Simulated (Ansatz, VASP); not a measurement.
One calculation of ZnS, two programs

POSCAR

```
ZnS
1.0
    0.0000000000      2.7587430000      2.7046500000
    2.6505570000      0.0000000000      2.7046500000
    2.6505570000      2.7587430000      0.0000000000
Zn S
1 1
Direct
    0.0000000000      0.0000000000      0.0000000000
    0.7500000000      0.7500000000      0.7500000000
```

INCAR.step1

```
PREC = Accurate ; ENCUT = 520
ISMEAR = 0 ; SIGMA = 0.05
LREAL = F ; LASPH = T
NELM = 60 ; NBANDS = 16
GGA = PE ; ALGO = Normal
EDIFF = 1E-4 ; LWAVE = T
LCHARG = F
```

The input INCAR.step2:

```
PREC = Accurate ; ENCUT = 520
EDIFF = 1E-6 ; ISMEAR = 0
SIGMA = 0.05 ; LREAL = F
LASPH = T ; NELM = 60
ALGO = Normal ; ISIF = 2
LWAVE = F ; LCHARG = T
METAGGA = R2SCAN ; LMIXTAU = T
LELF = T ; LVHAR = T
NBANDS = 16 ; ISTART = 1
```

Contents of KPOINTS:

```
regular mesh
0
Gamma
  8 8 8
```

Input for Ansatz:

```yaml
crystal:
  lattice:
    - [0.0, 2.758743, 2.70465]
    - [2.650557, 0.0, 2.70465]
    - [2.650557, 2.758743, 0.0]
  atoms:
    - { symbol: Zn, position: [0.0, 0.0, 0.0] }
    - { symbol: S, position: [0.75, 0.75, 0.75] }
basis:
  ecutwfc: 500
kpoints:
  mp_grid: { grid: [8, 8, 8] }
hamiltonian:
  xc: r2scan
scf:
  occupations: { method: gaussian, width: 0.05 }
output:
  forces: true
  stress: true
  eigenvalues: true
```

Change from the starting cell: strain -0.0200 x Voigt [1, -1, 0, 0, 0, 0], atoms carried along.

Alike in both runs: task single point; functional r2SCAN; k mesh 8 × 8 × 8; occupations gaussian, width 0.05 eV; no spin polarisation.

|  | VASP | Ansatz |
| --- | --- | --- |
| version | VASP 6.6.1 | Ansatz 0.2.0 |
| potentials or method | VASP PAW PBE potentials, release 64 (Zn, S), cutoff 520 eV | scalar-relativistic, plane waves, PAW |
| valence electrons in the cell | 18 | 18 |

Ansatz gave:

| Property | Result |
| --- | --- |
| gap on the k mesh at the Fermi level (eV) | 2.58 |
| least direct gap on the mesh (eV) | 2.58 |
| pressure (GPa) | -0.9 |
| traceless stress, the component that is largest in VASP (GPa) | -0.91 |

Problem. Which values does VASP return?

Solution. gap on the k mesh at the Fermi level (eV): 2.59; least direct gap on the mesh (eV): 2.59; pressure (GPa): -0.9; traceless stress, the component that is largest in VASP (GPa): -0.93.

VASP's potentials were made for PBE, not for r2SCAN. The functional is the same, so the differences come from potentials, cutoffs and numerics.
